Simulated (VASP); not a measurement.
# SiW3 (Im-3m) in VASP: settings compared

The runs below take SiW3 through single point, with PBEsol, RPBE, PBE.

All numbers are computed with VASP 6.6.1; they aren't measurements. Logs are shortened: lines on timing, memory, paths and dates and some standing lists are left out, and cuts for length are marked.

### Step 1. The cell of the first run

The structure is cubic, space group Im-3m (No. 229). The conventional cell has a = 5.212 Å, b = 5.212 Å, c = 5.212 Å, α = 90.00°, β = 90.00°, γ = 90.00°. Si (site symmetry m-3m) has 6 W at 2.61 Å within 3.4 Å. W (site symmetry 4/mmm) has 2 Si at 2.61 Å and 4 W at 2.61 Å within 3.4 Å.

### Step 2. Single point, PBEsol

INCAR

```
SYSTEM = SiW3
PREC = Accurate
ENCUT = 500
EDIFF = 1E-6
ISMEAR = -1
SIGMA = 0.1
LREAL = .FALSE.
LASPH = .TRUE.
NELM = 120
ALGO = Normal
ISIF = 2
LWAVE = .FALSE.
LCHARG = .FALSE.
GGA = PS
NBANDS = 31
GGA_COMPAT = .FALSE.
```

KPOINTS

```
regular mesh
0
G
  7 7 7
  0 0 0
```

POSCAR

```
SiW3
1.0
   -2.6061750000      2.6061750000      2.6061750000
    2.6061750000     -2.6061750000      2.6061750000
    2.6061750000      2.6061750000     -2.6061750000
Si W
1 3
Direct
    0.0000000000      0.0000000000      0.0000000000
    0.5000000000      0.5000000000      0.0000000000
    0.5000000000      0.0000000000      0.5000000000
    0.0000000000      0.5000000000      0.5000000000
```

Potentials or basis: VASP PAW PBE potentials, release 64 (Si, W_sv).

On the command line:

```
> cat potpaw_PBE.64/Si/POTCAR potpaw_PBE.64/W_sv/POTCAR > POTCAR
> mpirun -np 1 vasp_std > vasp.out
```

OUTCAR:

```text
SYSTEM = SiW3
   PREC = Accurate
   ENCUT = 500
   EDIFF = 1E-6
   ISMEAR = -1
   LREAL = .FALSE.
   LASPH = .TRUE.
   NELM = 120
   ISIF = 2
   GGA = PS

 ion  position               nearest neighbor table
   1  0.000  0.000  0.000-   2 2.61   3 2.61   4 2.61   4 2.61   3 2.61   2 2.61
   2  0.500  0.500  0.000-   1 2.61   3 2.61   4 2.61   3 2.61   4 2.61   1 2.61
   3  0.500  0.000  0.500-   1 2.61   2 2.61   4 2.61   2 2.61   1 2.61   4 2.61
   4  0.000  0.500  0.500-   1 2.61   2 2.61   3 2.61   1 2.61   2 2.61   3 2.61

  LATTYP: Found a body centered cubic cell.
 ALAT       =     5.2123500000

  Lattice vectors:

 A1 = (  -2.6061750000,   2.6061750000,   2.6061750000)
 A2 = (   2.6061750000,  -2.6061750000,   2.6061750000)
 A3 = (   2.6061750000,   2.6061750000,  -2.6061750000)

Analysis of symmetry for initial positions (statically):
=====================================================================
 Subroutine PRICEL returns:
 Original cell was already a primitive cell.

 Routine SETGRP: Setting up the symmetry group for a
 body centered cubic supercell.

 Subroutine GETGRP returns: Found 48 space group operations
 (whereof 48 operations were pure point group operations)
 out of a pool of 48 trial point group operations.

The static configuration has the point symmetry O_h .

Analysis of symmetry for dynamics (positions and initial velocities):
=====================================================================
 Subroutine PRICEL returns:
 Original cell was already a primitive cell.

 Routine SETGRP: Setting up the symmetry group for a
 body centered cubic supercell.

 Subroutine GETGRP returns: Found 48 space group operations
 (whereof 48 operations were pure point group operations)
 out of a pool of 48 trial point group operations.

The dynamic configuration has the point symmetry O_h .

 Subroutine INISYM returns: Found 48 space group operations
 (whereof 48 operations are pure point group operations),
 and found     1 'primitive' translations

----------------------------------------------------------------------------------------

                                     Primitive cell

  volume of cell :      70.8061

  direct lattice vectors                    reciprocal lattice vectors
    -2.606175000  2.606175000  2.606175000     0.000000000  0.191852044  0.191852044
     2.606175000 -2.606175000  2.606175000     0.191852044  0.000000000  0.191852044
     2.606175000  2.606175000 -2.606175000     0.191852044  0.191852044  0.000000000

  length of vectors
     4.514027513  4.514027513  4.514027513     0.271319762  0.271319762  0.271319762

  position of ions in fractional coordinates (direct lattice)
     0.000000000  0.000000000  0.000000000
     0.500000000  0.500000000  0.000000000
     0.500000000  0.000000000  0.500000000
     0.000000000  0.500000000  0.500000000

  ion indices of the primitive-cell ions
   primitive index   ion index
                 1           1
                 2           2
                 3           3
                 4           4

----------------------------------------------------------------------------------------

 KPOINTS: regular mesh

Automatic generation of k-mesh.
 Grid dimensions read from file:
 generate k-points for:    7    7    7

 Generating k-lattice:

  Cartesian coordinates                     Fractional coordinates (reciprocal lattice)
     0.000000000  0.027407435  0.027407435     0.142857143  0.000000000  0.000000000
     0.027407435  0.000000000  0.027407435     0.000000000  0.142857143  0.000000000
     0.027407435  0.027407435  0.000000000     0.000000000  0.000000000  0.142857143

  Length of vectors
     0.038759966  0.038759966  0.038759966

  Shift w.r.t. Gamma in fractional coordinates (k-lattice)
     0.000000000  0.000000000  0.000000000

 Subroutine IBZKPT returns following result:
 ===========================================

 Found     20 irreducible k-points:

 Following reciprocal coordinates:
            Coordinates               Weight
  0.000000  0.000000  0.000000      1.000000
  0.142857  0.000000  0.000000     12.000000
  0.285714  0.000000  0.000000     12.000000
  0.428571  0.000000  0.000000     12.000000
  0.142857  0.142857  0.000000     24.000000
  0.285714  0.142857 -0.000000     48.000000
[... 12 lines left out ...]
 -0.428571 -0.428571  0.285714      8.000000
 -0.428571  0.428571  0.428571      6.000000
   k-points           NKPTS =     20   k-points in BZ     NKDIM =     20   number of bands    NBANDS=     31
   number of dos      NEDOS =    301   number of ions     NIONS =      4
   total plane-waves  NPLWV =  46656
   dimension x,y,z NGX =    36 NGY =   36 NGZ =   36
   dimension x,y,z NGXF=    72 NGYF=   72 NGZF=   72
   ions per type =               1   3
   NGX,Y,Z   is equivalent  to a cutoff of  13.26, 13.26, 13.26 a.u.
   NGXF,Y,Z  is equivalent  to a cutoff of  26.52, 26.52, 26.52 a.u.
 SYSTEM =  SiW3
   PREC   = accura    normal or accurate (medium, high low for compatibility)
   ISTART =      0    job   : 0-new  1-cont  2-samecut
   ICHARG =      2    charge: 1-file 2-atom 10-const
   ISPIN  =      1    spin polarized calculation?
   LNONCOLLINEAR =      F non collinear calculations
   LSORBIT =      F    spin-orbit coupling
   LASPH  =      T    aspherical Exc in radial PAW
   ENCUT  =  500.0 eV  36.75 Ry    6.06 a.u.   8.23  8.23  8.23*2*pi/ulx,y,z
   NELM   =    120;   NELMIN=  2; NELMDL= -5     # of ELM steps
   EDIFF  = 0.1E-05   stopping-criterion for ELM
   LREAL  =      F    real-space projection
   EDIFFG = 0.1E-04   stopping-criterion for IOM
   NSW    =      0    number of steps for IOM
   IBRION =     -1    ionic relax: 0-MD 1-quasi-New 2-CG
   NFREE  =      0    steps in history (QN), initial steepest desc. (CG)
   ISIF   =      2    stress and relaxation
   ISYM   =      2    0-nonsym 1-usesym 2-fastsym
   POTIM  = 0.5000    time-step for ionic-motion
   TEBEG  =    0.0;   TEEND  =   0.0 temperature during run
   PSTRESS=    0.0 pullay stress
   NELECT =      46.0000    total number of electrons
   NUPDOWN=      -1.0000    fix difference up-down
   EMIN   =  10.00;   EMAX   =-10.00  energy-range for DOS
   EFERMI =   0.00;   METHOD = LEGACY
   ISMEAR =    -1;   SIGMA  =   0.10  broadening in eV -4-tet -1-fermi 0-gaus
   EFERMI_NEDOS =   21; number of points for ismear=-14 and -15
   IALGO  =     38    algorithm
   IMIX   =      4    mixing-type and parameters
     AMIX     =   0.40;   BMIX     =  1.00
     AMIX_MAG =   1.60;   BMIX_MAG =  1.00
  volume/ion in A,a.u.               =      17.70       119.46
  Fermi-wavevector in a.u.,A,eV,Ry     =   1.417873  2.679391 27.352644  2.010363
  Thomas-Fermi vector in A             =   2.539057
   LORBIT       =      0    0 simple, 1 ext, 2 COOP (PROOUT), +10 PAW based schemes
   GGA     = PS    functional components
   LHFCALC =     F    Hartree Fock is set to
   AEXX    =    0.0000 exact exchange contribution
   IVDW    =     0    specifies the selected vdW correction
   LEPSILON=     F    determine dielectric tensor
   LRPA    =     F    only Hartree local field effects (RPA)
 non-spin polarized calculation
  energy-cutoff  :      500.00
  volume of cell :       70.81
 maximum number of plane-waves:      1865
 NGX is ok and might be reduce to    36
   NGX = 17   NGY = 17   NGZ = 17

 number of electron      46.0000005 magnetization

 Free energy of the ion-electron system (eV)
  ---------------------------------------------------
  ext. energy  EPLUGINS =         0.00000000
  ---------------------------------------------------
  free energy    TOTEN  =       -41.70052183 eV

  energy without entropy =      -41.52879396  energy(sigma->0) =      -41.61465790

 E-fermi :   8.9407     XC(G=0): -12.3663

 val. band max:        8.9345703965   @ k =  -0.4286   0.4286   0.2857
 cond. band min:       8.9485156019   @ k =  -0.2857   0.2857   0.2857
 fundamental gap:      0.0139452054
 Fermi energy:         8.9406596092

 k-point     1 :       0.0000    0.0000    0.0000
  band No.  band energies     occupation
      1     -65.0671      2.00000
      2     -64.9039      2.00000
      3     -64.9039      2.00000
      4     -29.8303      2.00000
      5     -29.8303      2.00000
      6     -29.8303      2.00000
[... 23 lines left out ...]
     30      12.6429      0.00000
     31      14.2763      0.00000

 k-point     2 :       0.1429    0.0000    0.0000
  band No.  band energies     occupation
      1     -65.0598      2.00000
      2     -64.9110      2.00000
      3     -64.9040      2.00000
      4     -29.8313      2.00000
      5     -29.7709      2.00000
      6     -29.7677      2.00000
[... 23 lines left out ...]
     30      12.3797      0.00000
     31      13.4564      0.00000

 k-point     3 :       0.2857    0.0000    0.0000
  band No.  band energies     occupation
      1     -65.0403      2.00000
      2     -64.9304      2.00000
      3     -64.9044      2.00000
      4     -29.8335      2.00000
      5     -29.6030      2.00000
      6     -29.5917      2.00000
[... 23 lines left out ...]
     30      12.0327      0.00000
     31      12.1515      0.00000

 k-point     4 :       0.4286    0.0000    0.0000
  band No.  band energies     occupation
      1     -65.0171      2.00000
      2     -64.9536      2.00000
      3     -64.9048      2.00000
      4     -29.8352      2.00000
      5     -29.3780      2.00000
      6     -29.3486      2.00000
[... 499 lines left out ...]
     30      12.3067      0.00000
     31      13.3988      0.00000

 k-point    19 :      -0.4286   -0.4286    0.2857
  band No.  band energies     occupation
      1     -65.0060      2.00000
      2     -65.0060      2.00000
      3     -64.8629      2.00000
      4     -29.8059      2.00000
      5     -29.8012      2.00000
      6     -29.8012      2.00000
[... 23 lines left out ...]
     30      12.1361      0.00000
     31      14.5001      0.00000

 k-point    20 :      -0.4286    0.4286    0.4286
  band No.  band energies     occupation
      1     -65.0130      2.00000
      2     -65.0058      2.00000
      3     -64.8559      2.00000
      4     -29.8656      2.00000
      5     -29.8656      2.00000
      6     -29.8091      2.00000
[... 23 lines left out ...]
     30      12.4472      0.00000
     31      14.4648      0.00000

------------------------ aborting loop because EDIFF is reached ----------------------------------------

  FORCE on cell =-STRESS in cart. coord.  units (eV):
  Direction    XX          YY          ZZ          XY          YZ          ZX
  --------------------------------------------------------------------------------------
  -------------------------------------------------------------------------------------
  Total       -2.6963883     -2.6963883     -2.6963883      0.0000000      0.0000000      0.0000000
  in kB      -61.0129892    -61.0129892    -61.0129892      0.0000000      0.0000000      0.0000000
  external PRESSURE =     -61.0129892 kB  Pullay stress =       0.0000000 kB

 VOLUME and BASIS-vectors are now :
 -----------------------------------------------------------------------------
  energy-cutoff  :      500.00
  volume of cell :       70.81
      direct lattice vectors                 reciprocal lattice vectors
    -2.606175000  2.606175000  2.606175000     0.000000000  0.191852044  0.191852044
     2.606175000 -2.606175000  2.606175000     0.191852044  0.000000000  0.191852044
     2.606175000  2.606175000 -2.606175000     0.191852044  0.191852044  0.000000000

 POSITION                                       TOTAL-FORCE (eV/Angst)
 -----------------------------------------------------------------------------------
      0.00000      0.00000      0.00000         0.000000     -0.000000      0.000000
      0.00000      0.00000      2.60617        -0.000000      0.000000      0.000000
      0.00000      2.60617      0.00000        -0.000000     -0.000000     -0.000000
      2.60617      0.00000      0.00000        -0.000000     -0.000000     -0.000000
 -----------------------------------------------------------------------------------
    total drift:                                0.000000      0.000000     -0.000000

  FREE ENERGIE OF THE ION-ELECTRON SYSTEM (eV)
  ---------------------------------------------------
  free  energy   TOTEN  =       -41.7005218300 eV

  energy  without entropy=      -41.5287939648  energy(sigma->0) =      -41.61465790
```

Wall time 33 s (1 thread of Intel Xeon Platinum 8488C (Sapphire Rapids), shared host); peak memory 0.21 GiB.

What came out:

```
Free energy            : -41.7005 eV
Pressure               : -6.1 GPa
Band gap on the k mesh : zero (bands 23 and 24 overlap by 1.24 eV)
```

Levels at points of the mesh, in eV from the Fermi level:
| k point | band 21 | band 22 | band 23 | band 24 | band 25 | band 26 |
| --- | --- | --- | --- | --- | --- | --- |
| (0.00, 0.00, 0.00) | -0.32 | -0.32 | 0.39 | 0.39 | 1.88 | 1.88 |

Caveat: the cell stands under tension; the PAW data sets were made with another functional, which shifts forces and pressure a little; spin-orbit coupling is left out, which moves the levels of the heavy elements.

### Step 3. Single point, RPBE

INCAR

```
SYSTEM = SiW3
  PREC = Accurate
  ENCUT = 500
  EDIFF = 1E-6
  ISMEAR = -1
  SIGMA = 0.1
  LREAL = .False.
  LASPH = .True.
  NELM = 120
  ALGO = Normal
  ISIF = 2
  LWAVE = .False.
  LCHARG = .False.
  GGA = RP
  NBANDS = 31
  GGA_COMPAT = .False.
```

KPOINTS

```
regular mesh
0
Gamma
  7 7 7
  0 0 0
```

POSCAR is that of step 2.

Potentials or basis: VASP PAW PBE potentials, release 64 (Si, W_sv).

On the command line:

```
> cat potpaw_PBE.64/Si/POTCAR potpaw_PBE.64/W_sv/POTCAR > POTCAR
> mpirun -np 1 vasp_std > vasp.out
```

Wall time 35 s (1 thread of Intel Xeon Platinum 8488C (Sapphire Rapids), shared host); peak memory 0.21 GiB.

The run converged. Its results:

```
Free energy            : -37.0180 eV
Pressure               : 2.3 GPa
Band gap on the k mesh : zero (bands 23 and 24 overlap by 1.23 eV)
```

Levels at points of the mesh, in eV from the Fermi level:
```csv
k point,band 20,band 21,band 22,band 23,band 24,band 25,band 26,band 27
"(0.00, 0.00, 0.00)",-0.37,-0.37,-0.37,0.40,0.40,1.91,1.91,1.91
```

Caveat: the PAW data sets were made with another functional, which shifts forces and pressure a little; spin-orbit coupling is left out, which moves the levels of the heavy elements.

### Step 4. Single point, PBE

INCAR

```
PREC = Accurate ; ENCUT = 500
EDIFF = 1E-6 ; ISMEAR = -1
SIGMA = 0.1 ; LREAL = False
LASPH = True ; NELM = 120
ALGO = Normal ; ISIF = 2
LWAVE = False ; LCHARG = True
GGA = PE ; LELF = True
LVHAR = True ; NBANDS = 31
GGA_COMPAT = False
```

KPOINTS

```
regular mesh
0
Gamma
  7 7 7
```

POSCAR is that of step 3.

On the command line:

```
> cat potpaw_PBE.64/Si/POTCAR potpaw_PBE.64/W_sv/POTCAR > POTCAR
> mpirun -np 1 vasp_std > vasp.out
```

Wall time 38 s (1 thread of Intel Xeon Platinum 8488C (Sapphire Rapids), shared host); peak memory 0.21 GiB.

The run converged. Its results:

```yaml
Free_energy: -38.9421 eV
Pressure: -0.3 GPa
Band_gap_on_the_k_mesh: zero (bands 23 and 24 overlap by 1.23 eV)
```

Levels at points of the mesh, in eV from the Fermi level:
| k point | band 20 | band 21 | band 22 | band 23 | band 24 | band 25 | band 26 | band 27 |
| --- | --- | --- | --- | --- | --- | --- | --- | --- |
| (0.00, 0.00, 0.00) | -0.36 | -0.36 | -0.36 | 0.40 | 0.40 | 1.90 | 1.90 | 1.90 |

Caveat: spin-orbit coupling is left out, which moves the levels of the heavy elements.

### Step 5. Summary

```tsv
level	gap on the mesh (eV)	pressure (GPa)
PBEsol	none	-6.1
RPBE	none	2.3
PBE	none	-0.3
```

Alike in all rows: task single point; potentials or basis VASP PAW PBE potentials, release 64 (Si, W_sv); no spin polarisation; cell as given; k mesh 7 × 7 × 7; cutoff (eV) 500; smearing fermi-dirac 0.1 eV.

The pressure there spans -6.1 GPa (PBEsol) to 2.3 GPa (RPBE); a positive pressure means that this level wants a larger cell, a negative one a smaller.

Caveats: spin-orbit coupling is left out, which moves the levels of the heavy elements; the PAW data sets were made with another functional, which shifts forces and pressure a little (at least some runs); the cell stands under tension (at least some runs).

Absolute energies hang on the potentials; compare differences alone.
